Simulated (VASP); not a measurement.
Wanted: the native input for a VASP 6.6.1 run.

* Task: relaxation of cell and atoms
* Functional: r2SCAN
* Potentials or basis: VASP PAW PBE potentials, release 64 (P)
* Cutoff: 600 eV
* k mesh: 10 × 10 × 10
* Occupations: fermi-dirac, width 0.1 eV
* Spin: no spin polarisation
* Dipole correction: no
* Further INCAR settings: ALGO = Normal; EDIFF = 1e-06; IBRION = 2; EDIFFG = -0.01; NSW = 80; ISIF = 3

The system is P.

```
CELL_PARAMETERS angstrom
0.00000 2.73910 2.73910
2.73910 0.00000 2.73910
2.73910 2.73910 0.00000
ATOMIC_POSITIONS crystal
P 0.12500 0.12500 0.12500
P 0.87500 0.87500 0.87500
```

This isn't the form of P at room conditions, which is orthorhombic.

One way to write it, as run:

POSCAR

```
P
1.0
    0.0000000000      2.7391031705      2.7391031705
    2.7391031705      0.0000000000      2.7391031705
    2.7391031705      2.7391031705      0.0000000000
P
2
Direct
    0.1250000000      0.1250000000      0.1250000000
    0.8750000000      0.8750000000      0.8750000000
```

INCAR.step1

```
SYSTEM = P
PREC = Accurate ; ENCUT = 600
ISMEAR = -1 ; SIGMA = 0.1
LREAL = .FALSE. ; LASPH = .TRUE.
NELM = 60 ; GGA = PE
ALGO = Normal ; EDIFF = 1E-4
LWAVE = .TRUE. ; LCHARG = .FALSE.
```

INCAR.step2

```
SYSTEM = P
PREC = Accurate ; ENCUT = 600
EDIFF = 1E-6 ; ISMEAR = -1
SIGMA = 0.1 ; LREAL = .FALSE.
LASPH = .TRUE. ; NELM = 60
ALGO = Normal ; ISIF = 3
LWAVE = .FALSE. ; LCHARG = .FALSE.
METAGGA = R2SCAN ; LMIXTAU = .TRUE.
IBRION = 2 ; NSW = 80
EDIFFG = -0.01 ; ISTART = 1
```

KPOINTS

```
regular mesh
0
G
  10 10 10
  0 0 0
```

Potentials or basis: VASP PAW PBE potentials, release 64 (P).

Command:

```bash
$ cat potpaw_PBE.64/P/POTCAR > POTCAR
$ cp INCAR.step1 INCAR
$ mpirun -np 1 vasp_std > vasp.out
$ cp INCAR.step2 INCAR
$ mpirun -np 1 vasp_std > vasp.out
```

It gave:

- Relaxed volume: 19.88 Å³/atom
- Relaxed cell: a = 3.831 Å, b = 3.831 Å, c = 3.831 Å, α = 60.00°, β = 60.00°, γ = 60.00°
- Space group after relaxing (to 0.1 Å): Fd-3m (No. 227)
- Energy gained by relaxing: 3.0 meV/atom
- Ionic steps: 3
- Pressure after relaxing: 0.0 GPa
- Band gap on the k mesh: zero (bands 5 and 6 overlap by 2.31 eV)

Caveat: the PAW data sets were made with another functional, which shifts forces and pressure a little.

Wall time 58 s on 1 thread of Intel(R) Xeon(R) 6975P-C (Granite Rapids), on a shared host, peak memory 0.18 GiB.
